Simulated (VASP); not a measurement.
# MnB6 (P6/mmm) in VASP: relaxation of cell and atoms with PBE

Aim: the relaxation of cell and atoms of MnB6 with PBE.

Program: VASP 6.6.1. These are calculated values, not measurements. Logs are shortened: lines on timing, memory, paths and dates and some standing lists are left out, and cuts for length are marked.

### Step 1. The cell of the first run

It takes space group P6/mmm (No. 191, hexagonal). The conventional cell has a = 3.565 Å, b = 3.565 Å, c = 5.360 Å, α = 90.00°, β = 90.00°, γ = 120.00°. Within 2.8 Å of Mn (site symmetry 6/mmm) lie 12 B at 2.09 Å. B (site symmetry 2mm) has 5 B at 1.78 to 2.17 Å and 2 Mn at 2.09 Å within 2.4 Å.

The cell was built from a structure type or drawn by symmetry, and may not be a known phase.

### Step 2. Relaxation of cell and atoms, PBE

INCAR

```
SYSTEM = MnB6
PREC = Accurate
ENCUT = 600
EDIFF = 1E-6
ISMEAR = 0
SIGMA = 0.1
LREAL = .FALSE.
LASPH = .TRUE.
NELM = 60
ALGO = Normal
ISIF = 3
LWAVE = .FALSE.
LCHARG = .FALSE.
GGA = PE
IBRION = 2
NSW = 100
EDIFFG = -0.01
```

KPOINTS

```
Automatic mesh
0
G
  12 12 6
  0 0 0
```

POSCAR

```
MnB6
1.0
    3.5653632520      0.0000000000      0.0000000000
   -1.7826816260      3.0876951499      0.0000000000
    0.0000000000      0.0000000000      5.3604032785
Mn B
1 6
Direct
    0.0000000000      0.0000000000      0.5000000000
    0.5000000000      0.5000000000      0.2972758343
    0.0000000000      0.5000000000      0.2972758343
    0.5000000000      0.0000000000      0.2972758343
    0.0000000000      0.5000000000      0.7027241657
    0.5000000000      0.0000000000      0.7027241657
    0.5000000000      0.5000000000      0.7027241657
```

Potentials or basis: VASP PAW PBE potentials, release 64 (Mn_pv, B).

Run with:

```bash
$ cat potpaw_PBE.64/Mn_pv/POTCAR potpaw_PBE.64/B/POTCAR > POTCAR
$ mpirun -np 1 vasp_std > vasp.out
```

OUTCAR:

```text
SYSTEM = MnB6
   PREC = Accurate
   ENCUT = 600
   EDIFF = 1E-6
   ISMEAR = 0
   LREAL = .FALSE.
   LASPH = .TRUE.
   NELM = 60
   ISIF = 3
   GGA = PE
   IBRION = 2
   NSW = 100
   EDIFFG = -0.01

 ion  position               nearest neighbor table
   1  0.000  0.000  0.500-   2 2.09   3 2.09   5 2.09   7 2.09   3 2.09   5 2.09   2 2.09   7 2.09
                             4 2.09   6 2.09   6 2.09   4 2.09
   2  0.500  0.500  0.297-   4 1.78   4 1.78   3 1.78   3 1.78   1 2.09   1 2.09
   3  0.000  0.500  0.297-   4 1.78   4 1.78   2 1.78   2 1.78   1 2.09   1 2.09
   4  0.500  0.000  0.297-   2 1.78   3 1.78   2 1.78   3 1.78   1 2.09   1 2.09
   5  0.000  0.500  0.703-   6 1.78   6 1.78   7 1.78   7 1.78   1 2.09   1 2.09
   6  0.500  0.000  0.703-   5 1.78   7 1.78   7 1.78   5 1.78   1 2.09   1 2.09
   7  0.500  0.500  0.703-   6 1.78   6 1.78   5 1.78   5 1.78   1 2.09   1 2.09

  LATTYP: Found a hexagonal cell.
 ALAT       =     3.5653632520
 C/A-ratio  =     1.5034662388

  Lattice vectors:

 A1 = (   3.5653632520,   0.0000000000,   0.0000000000)
 A2 = (  -1.7826816260,   3.0876951499,   0.0000000000)
 A3 = (   0.0000000000,   0.0000000000,   5.3604032785)

Analysis of symmetry for initial positions (statically):
=====================================================================
 Subroutine PRICEL returns:
 Original cell was already a primitive cell.

 Routine SETGRP: Setting up the symmetry group for a
 hexagonal supercell.

 Subroutine GETGRP returns: Found 24 space group operations
 (whereof 24 operations were pure point group operations)
 out of a pool of 24 trial point group operations.

The static configuration has the point symmetry D_6h.

Analysis of symmetry for dynamics (positions and initial velocities):
=====================================================================
 Subroutine PRICEL returns:
 Original cell was already a primitive cell.

 Routine SETGRP: Setting up the symmetry group for a
 hexagonal supercell.

 Subroutine GETGRP returns: Found 24 space group operations
 (whereof 24 operations were pure point group operations)
 out of a pool of 24 trial point group operations.

The dynamic configuration has the point symmetry D_6h.

 Subroutine INISYM returns: Found 24 space group operations
 (whereof 24 operations are pure point group operations),
 and found     1 'primitive' translations

[... 105 lines left out ...]
   LREAL  =      F    real-space projection
   EDIFFG = -.1E-01   stopping-criterion for IOM
   NSW    =    100    number of steps for IOM
   IBRION =      2    ionic relax: 0-MD 1-quasi-New 2-CG
   NFREE  =      1    steps in history (QN), initial steepest desc. (CG)
   ISIF   =      3    stress and relaxation
   ISYM   =      2    0-nonsym 1-usesym 2-fastsym
   POTIM  = 0.5000    time-step for ionic-motion
   TEBEG  =    0.0;   TEEND  =   0.0 temperature during run
   PSTRESS=    0.0 pullay stress
   NELECT =      31.0000    total number of electrons
   NUPDOWN=      -1.0000    fix difference up-down
   EMIN   =  10.00;   EMAX   =-10.00  energy-range for DOS
   EFERMI =   0.00;   METHOD = LEGACY
   ISMEAR =     0;   SIGMA  =   0.10  broadening in eV -4-tet -1-fermi 0-gaus
   EFERMI_NEDOS =   21; number of points for ismear=-14 and -15
   IALGO  =     38    algorithm
   IMIX   =      4    mixing-type and parameters
     AMIX     =   0.40;   BMIX     =  1.00
     AMIX_MAG =   1.60;   BMIX_MAG =  1.00
  volume/ion in A,a.u.               =       8.43        56.89
  Fermi-wavevector in a.u.,A,eV,Ry     =   1.320941  2.496217 23.740613  1.744886
  Thomas-Fermi vector in A             =   2.450731
   LORBIT       =      0    0 simple, 1 ext, 2 COOP (PROOUT), +10 PAW based schemes
   GGA     = PE    functional components
   LHFCALC =     F    Hartree Fock is set to
   AEXX    =    0.0000 exact exchange contribution
   IVDW    =     0    specifies the selected vdW correction
   LEPSILON=     F    determine dielectric tensor
   LRPA    =     F    only Hartree local field effects (RPA)
 conjugate gradient relaxation of ions
 non-spin polarized calculation
 Gauss-broadening in eV      SIGMA  =   0.10
  energy-cutoff  :      600.00
  volume of cell :       59.01
 maximum number of plane-waves:      1989
   NGX = 15   NGY = 15   NGZ = 21

--------------------------------------- Ionic step        1  -------------------------------------------

 number of electron      31.0000014 magnetization

 Free energy of the ion-electron system (eV)
  ---------------------------------------------------
  ext. energy  EPLUGINS =         0.00000000
  ---------------------------------------------------
  free energy    TOTEN  =       -48.67397260 eV

  energy without entropy =      -48.66652152  energy(sigma->0) =      -48.67024706

------------------------ aborting loop because EDIFF is reached ----------------------------------------

  FORCE on cell =-STRESS in cart. coord.  units (eV):
  Direction    XX          YY          ZZ          XY          YZ          ZX
  --------------------------------------------------------------------------------------
  -------------------------------------------------------------------------------------
  Total        0.1316095      0.1316095      0.1335752      0.0000000     -0.0000000      0.0000000
  in kB        3.5732389      3.5732389      3.6266094      0.0000000     -0.0000000      0.0000000
  external PRESSURE =       3.5910291 kB  Pullay stress =       0.0000000 kB
[... 69 lines left out ...]
--------------------------------------- Ionic step        3  -------------------------------------------

 number of electron      31.0000014 magnetization

 Free energy of the ion-electron system (eV)
  ---------------------------------------------------
  ext. energy  EPLUGINS =         0.00000000
  ---------------------------------------------------
  free energy    TOTEN  =       -48.67408173 eV

  energy without entropy =      -48.66660262  energy(sigma->0) =      -48.67034218

 E-fermi :   6.2913     XC(G=0): -11.4346

 val. band max:        6.2833765814   @ k =   0.1667   0.0833   0.0000
 cond. band min:       6.3011000039   @ k =   0.3333   0.0833   0.0000
 fundamental gap:      0.0177234225
 Fermi energy:         6.2912853105

 k-point     1 :       0.0000    0.0000    0.0000
  band No.  band energies     occupation
      1     -41.5527      2.00000
      2     -41.5527      2.00000
      3     -41.5087      2.00000
      4      -8.7435      2.00000
      5      -4.7591      2.00000
      6      -1.2604      2.00000
[... 505 lines left out ...]
      6      -3.9656      2.00000
[... 11 lines left out ...]
     18       9.2140      0.00000
     19       9.5723      0.00000

 [... further k-points ...]
[... 5 lines left out ...]
  --------------------------------------------------------------------------------------
  -------------------------------------------------------------------------------------
  Total       -0.0288172     -0.0288172      0.0619905      0.0000000      0.0000000      0.0000000
  in kB       -0.7812084     -0.7812084      1.6805056      0.0000000      0.0000000      0.0000000
  external PRESSURE =       0.0393629 kB  Pullay stress =       0.0000000 kB
[... 22 lines left out ...]
  FREE ENERGIE OF THE ION-ELECTRON SYSTEM (eV)
  ---------------------------------------------------
  free  energy   TOTEN  =       -48.6740817341 eV

  energy  without entropy=      -48.6666026170  energy(sigma->0) =      -48.67034218

 reached required accuracy - stopping structural energy minimisation
```

Wall time 2.1 min (1 thread of AMD EPYC 9R45 (Zen 5), shared host); peak memory 0.22 GiB.

Results:

- Free energy: -48.6741 eV
- Relaxed volume: 8.44 Å³/atom
- Relaxed cell: a = 3.567 Å, b = 3.567 Å, c = 5.363 Å, α = 90.00°, β = 90.00°, γ = 120.00°
- Space group after relaxing (to 0.1 Å): P6/mmm (No. 191)
- Energy gained by relaxing: 0.0 meV/atom
- Ionic steps: 3
- Pressure after relaxing: 0.0 GPa
- Largest force after relaxing: 0.008 eV/Å
- Band gap on the k mesh: zero (an odd number of electrons rules out a gap without spin polarisation)

Forces in eV/Å, atoms in the order of the input:
```
Mn   0.000  0.000  0.000
B    0.000  0.000  0.008
B    0.000  0.000  0.008
B    0.000  0.000  0.008
B    0.000  0.000 -0.008
B    0.000  0.000 -0.008
B    0.000  0.000 -0.008
```

Stress tensor (GPa, compression positive):
```
-0.08  0.00  0.00
 0.00 -0.08  0.00
 0.00  0.00  0.17
```

Step by step:
| step | energy change (eV) | largest force (eV/Å) | pressure (GPa) | volume (Å³) |
| --- | --- | --- | --- | --- |
| 1 | 0.0000 | 0.0021 | 0.36 | 59.01 |
| 2 | 0.0000 | 0.0163 | -0.22 | 59.17 |
| 3 | -0.0001 | 0.0083 | 0.00 | 59.10 |

Final structure:
```cif
data_structure
_symmetry_space_group_name_H-M 'P 1'
_symmetry_Int_Tables_number 1
_cell_length_a 3.5672
_cell_length_b 3.5672
_cell_length_c 5.3631
_cell_angle_alpha 90.000
_cell_angle_beta 90.000
_cell_angle_gamma 120.000
_cell_volume 59.10
loop_
_atom_site_label
_atom_site_type_symbol
_atom_site_fract_x
_atom_site_fract_y
_atom_site_fract_z
_atom_site_occupancy
Mn1 Mn 0.00000 0.00000 0.50000 1
B1 B 0.50000 0.50000 0.29727 1
B2 B 0.00000 0.50000 0.29727 1
B3 B 0.50000 0.00000 0.29727 1
B4 B 0.00000 0.50000 0.70273 1
B5 B 0.50000 0.00000 0.70273 1
B6 B 0.50000 0.50000 0.70273 1
```

Levels at points of the mesh, in eV from the Fermi level:
```csv
k point,band 12,band 13,band 14,band 15,band 16,band 17,band 18,band 19
"(0.00, 0.00, 0.00)",-4.38,-3.22,-3.22,-0.08,1.73,3.95,3.95,4.19
"(0.50, 0.00, 0.00)",-3.74,-3.60,-1.90,-0.45,-0.41,1.98,2.48,3.43
"(0.00, 0.00, 0.50)",-4.38,-3.08,-3.08,-1.40,0.60,3.17,3.17,3.91
"(0.50, 0.00, 0.50)",-2.71,-2.63,-1.89,-1.55,-0.27,2.46,2.56,2.83
```

Caveat: this functional lacks dispersion, which binds the layers, so the pressure and a relaxed spacing across them are unreliable; the run has no spin polarisation, though such a crystal can be magnetic. Spin polarisation is off, so any magnetic state and its effect on volume and gap are missing.
